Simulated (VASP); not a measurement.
# Ga (Fm-3m) in VASP: a series of runs

Runs on Ga. Level: BLYP. Tasks: single point.

Everything below comes from runs of VASP 6.6.1. Logs are shortened: lines on timing, memory, paths and dates and some standing lists are left out, and cuts for length are marked.

## 1. The cell of the first run

Symmetry: Fm-3m, No. 225, cubic system. Conventional cell: a = 4.422 Å, b = 4.422 Å, c = 4.422 Å, α = 90.00°, β = 90.00°, γ = 90.00°. Within 4.1 Å of Ga (site symmetry m-3m) lie 12 Ga at 3.13 Å.

This isn't the form of Ga at room conditions, which is orthorhombic.

## 2. Single point, BLYP

Input file INCAR:

```
SYSTEM = Ga
PREC = Accurate
ENCUT = 520
EDIFF = 1E-6
ISMEAR = -1
SIGMA = 0.1
LREAL = .False.
LASPH = .True.
NELM = 60
ALGO = Normal
ISIF = 2
LWAVE = .False.
LCHARG = .True.
GGA = B5
ALDAX = 1.0
AGGAX = 1.0
AGGAC = 1.0
ALDAC = 0.0
LELF = .True.
LVHAR = .True.
NBANDS = 12
```

Input file KPOINTS:

```
regular mesh
0
Gamma
  13 13 13
  0 0 0
```

Input file POSCAR:

```
Ga
1.0
    0.0000000000      2.2108575615      2.2108575615
    2.2108575615      0.0000000000      2.2108575615
    2.2108575615      2.2108575615      0.0000000000
Ga
1
Direct
    0.0000000000      0.0000000000      0.0000000000
```

Potentials or basis: VASP PAW PBE potentials, release 64 (Ga_d).

Launch:

```sh
$ cat potpaw_PBE.64/Ga_d/POTCAR > POTCAR
$ mpirun -np 1 vasp_std > vasp.out
```

OUTCAR:

```text
SYSTEM = Ga
   PREC = Accurate
   ENCUT = 520
   EDIFF = 1E-6
   ISMEAR = -1
   LREAL = .False.
   LASPH = .True.
   NELM = 60
   ISIF = 2
   GGA = B5

 ion  position               nearest neighbor table
   1  0.000  0.000  0.000-

  LATTYP: Found a face centered cubic cell.
 ALAT       =     4.4217151230

  Lattice vectors:

 A1 = (   0.0000000000,   2.2108575615,   2.2108575615)
 A2 = (   2.2108575615,   0.0000000000,   2.2108575615)
 A3 = (   2.2108575615,   2.2108575615,   0.0000000000)

Analysis of symmetry for initial positions (statically):
=====================================================================
 Subroutine PRICEL returns:
 Original cell was already a primitive cell.

 Routine SETGRP: Setting up the symmetry group for a
 face centered cubic supercell.

 Subroutine GETGRP returns: Found 48 space group operations
 (whereof 48 operations were pure point group operations)
 out of a pool of 48 trial point group operations.

The static configuration has the point symmetry O_h .

Analysis of symmetry for dynamics (positions and initial velocities):
=====================================================================
 Subroutine PRICEL returns:
 Original cell was already a primitive cell.

 Routine SETGRP: Setting up the symmetry group for a
 face centered cubic supercell.

 Subroutine GETGRP returns: Found 48 space group operations
 (whereof 48 operations were pure point group operations)
 out of a pool of 48 trial point group operations.

The dynamic configuration has the point symmetry O_h .

 Subroutine INISYM returns: Found 48 space group operations
 (whereof 48 operations are pure point group operations),
 and found     1 'primitive' translations

----------------------------------------------------------------------------------------

                                     Primitive cell

  volume of cell :      21.6129

  direct lattice vectors                    reciprocal lattice vectors
     0.000000000  2.210857562  2.210857562    -0.226156587  0.226156587  0.226156587
     2.210857562  0.000000000  2.210857562     0.226156587 -0.226156587  0.226156587
     2.210857562  2.210857562  0.000000000     0.226156587  0.226156587 -0.226156587

  length of vectors
     3.126624748  3.126624748  3.126624748     0.391714699  0.391714699  0.391714699

  position of ions in fractional coordinates (direct lattice)
[... 75 lines left out ...]
   ENCUT  =  520.0 eV  38.22 Ry    6.18 a.u.   5.81  5.81  5.81*2*pi/ulx,y,z
   NELM   =     60;   NELMIN=  2; NELMDL= -5     # of ELM steps
   EDIFF  = 0.1E-05   stopping-criterion for ELM
   LREAL  =      F    real-space projection
[... 7 lines left out ...]
   TEBEG  =    0.0;   TEEND  =   0.0 temperature during run
   PSTRESS=    0.0 pullay stress
   NELECT =      13.0000    total number of electrons
   NUPDOWN=      -1.0000    fix difference up-down
   EMIN   =  10.00;   EMAX   =-10.00  energy-range for DOS
   EFERMI =   0.00;   METHOD = LEGACY
   ISMEAR =    -1;   SIGMA  =   0.10  broadening in eV -4-tet -1-fermi 0-gaus
   EFERMI_NEDOS =   21; number of points for ismear=-14 and -15
   IALGO  =     38    algorithm
   IMIX   =      4    mixing-type and parameters
     AMIX     =   0.40;   BMIX     =  1.00
     AMIX_MAG =   1.60;   BMIX_MAG =  1.00
  volume/ion in A,a.u.               =      21.61       145.85
  Fermi-wavevector in a.u.,A,eV,Ry     =   1.381927  2.611464 25.983359  1.909723
  Thomas-Fermi vector in A             =   2.506666
   LORBIT       =      0    0 simple, 1 ext, 2 COOP (PROOUT), +10 PAW based schemes
   GGA     = B5    functional components
   LHFCALC =     F    Hartree Fock is set to
   AEXX    =    0.0000 exact exchange contribution
   IVDW    =     0    specifies the selected vdW correction
   LEPSILON=     F    determine dielectric tensor
   LRPA    =     F    only Hartree local field effects (RPA)
 non-spin polarized calculation
  energy-cutoff  :      520.00
  volume of cell :       21.61
 maximum number of plane-waves:       592
   NGX = 11   NGY = 11   NGZ = 11

 number of electron      13.0000008 magnetization

 Free energy of the ion-electron system (eV)
  ---------------------------------------------------
  ext. energy  EPLUGINS =         0.00000000
  ---------------------------------------------------
  free energy    TOTEN  =        -2.12222811 eV

  energy without entropy =       -2.10700691  energy(sigma->0) =       -2.11461751

 E-fermi :   4.8253     XC(G=0):  -9.8005

 val. band max:        4.7140442706   @ k =   0.3846   0.0769   0.0000
 cond. band min:       4.8427003977   @ k =   0.4615   0.2308   0.0000
 fundamental gap:      0.1286561271
 Fermi energy:         4.8253185722

 k-point     1 :       0.0000    0.0000    0.0000
  band No.  band energies     occupation
      1     -10.0962      2.00000
      2     -10.0962      2.00000
      3     -10.0962      2.00000
      4     -10.0115      2.00000
      5     -10.0115      2.00000
      6      -5.2539      2.00000
      7      15.3180      0.00000
      8      15.3180      0.00000
      9      15.3180      0.00000
     10      19.8586      0.00000
     11      19.8586      0.00000
     12      19.8586      0.00000
[... 331 lines left out ...]
 k-point    24 :       0.4615    0.1538    0.0000
  band No.  band energies     occupation
      1     -10.1272      2.00000
      2     -10.0839      2.00000
      3     -10.0549      2.00000
      4      -9.9849      2.00000
      5      -9.9351      2.00000
      6      -0.9318      2.00000
      7       3.6579      1.99998
      8      10.7049      0.00000
      9      11.7603      0.00000
     10      15.5362      0.00000
     11      21.0661      0.00000
     12      21.3690      0.00000

 [... further k-points ...]

------------------------ aborting loop because EDIFF is reached ----------------------------------------

  FORCE on cell =-STRESS in cart. coord.  units (eV):
  Direction    XX          YY          ZZ          XY          YZ          ZX
  --------------------------------------------------------------------------------------
  -------------------------------------------------------------------------------------
  Total       -0.0134462     -0.0134462     -0.0134462      0.0000000      0.0000000     -0.0000000
  in kB       -0.9967740     -0.9967740     -0.9967740      0.0000000      0.0000000     -0.0000000
  external PRESSURE =      -0.9967740 kB  Pullay stress =       0.0000000 kB

 VOLUME and BASIS-vectors are now :
 -----------------------------------------------------------------------------
  energy-cutoff  :      520.00
  volume of cell :       21.61
      direct lattice vectors                 reciprocal lattice vectors
     0.000000000  2.210857562  2.210857562    -0.226156587  0.226156587  0.226156587
     2.210857562  0.000000000  2.210857562     0.226156587 -0.226156587  0.226156587
     2.210857562  2.210857562  0.000000000     0.226156587  0.226156587 -0.226156587

 POSITION                                       TOTAL-FORCE (eV/Angst)
 -----------------------------------------------------------------------------------
      0.00000      0.00000      0.00000         0.000000      0.000000      0.000000
 -----------------------------------------------------------------------------------
    total drift:                               -0.000000      0.000000     -0.000000

  FREE ENERGIE OF THE ION-ELECTRON SYSTEM (eV)
  ---------------------------------------------------
  free  energy   TOTEN  =        -2.1222281072 eV

  energy  without entropy=       -2.1070069100  energy(sigma->0) =       -2.11461751
```

Wall time 11 s (1 thread of Intel Xeon 6455B, shared host); peak memory 0.15 GiB.

What came out:

```
Free energy            : -2.1222 eV
Pressure               : -0.1 GPa
Band gap on the k mesh : zero (an odd number of electrons rules out a gap without spin polarisation)
```

Caveat: the PAW data sets were made with another functional, which shifts forces and pressure a little.

## 3. Single point, BLYP (19.02 Å³/atom)

This run uses another cell than the first one, of 19.02 Å³/atom.

Input file INCAR:

```
SYSTEM = Ga
PREC     = Accurate       ! precision mode
ENCUT    = 520            ! plane-wave cutoff, eV
EDIFF    = 1E-6           ! SCF threshold, eV
ISMEAR   = -1             ! smearing method
SIGMA    = 0.1            ! smearing width, eV
LREAL    = .FALSE.        ! projectors in reciprocal space
LASPH    = .TRUE.         ! aspherical terms in the spheres
NELM     = 80             ! most SCF steps
ALGO     = Normal         ! electronic algorithm
ISIF     = 2              ! what is computed and relaxed
LWAVE    = .FALSE.        ! write WAVECAR
LCHARG   = .FALSE.        ! write CHGCAR
GGA      = B5             ! functional
ALDAX    = 1.0          
AGGAX    = 1.0          
AGGAC    = 1.0          
ALDAC    = 0.0          
NBANDS   = 12             ! bands
```

Input file KPOINTS:

```
regular mesh
0
G
  20 20 20
  0 0 0
```

Input file POSCAR:

```
Ga
1.0
    0.0000000000      2.1186293642      2.1186293642
    2.1186293642      0.0000000000      2.1186293642
    2.1186293642      2.1186293642      0.0000000000
Ga
1
Direct
    0.0000000000      0.0000000000      0.0000000000
```

Potentials or basis: VASP PAW PBE potentials, release 64 (Ga_d).

Launch:

```sh
$ cat potpaw_PBE.64/Ga_d/POTCAR > POTCAR
$ mpirun -np 1 vasp_std > vasp.out
```

It took 23 s on 1 thread of Intel Xeon 6455B, shared host; peak memory 0.18 GiB.

It converged, with:

```yaml
Free_energy: -2.0845 eV
Pressure: 5.3 GPa
Band_gap_on_the_k_mesh: zero (an odd number of electrons rules out a gap without spin polarisation)
```

Levels at points of the mesh, in eV from the Fermi level:
```csv
k point,band 3,band 4,band 5,band 6,band 7,band 8,band 9,band 10
"(0.00, 0.00, 0.00)",-15.03,-14.91,-14.91,-10.99,11.84,11.84,11.84,16.11
"(0.50, 0.00, 0.00)",-15.02,-14.81,-14.81,-5.09,-3.81,9.53,9.53,14.63
"(0.50, 0.50, 0.00)",-14.82,-14.78,-14.78,-2.53,-2.47,4.80,4.80,8.61
```

Caveat: the cell stands under pressure; the PAW data sets were made with another functional, which shifts forces and pressure a little.
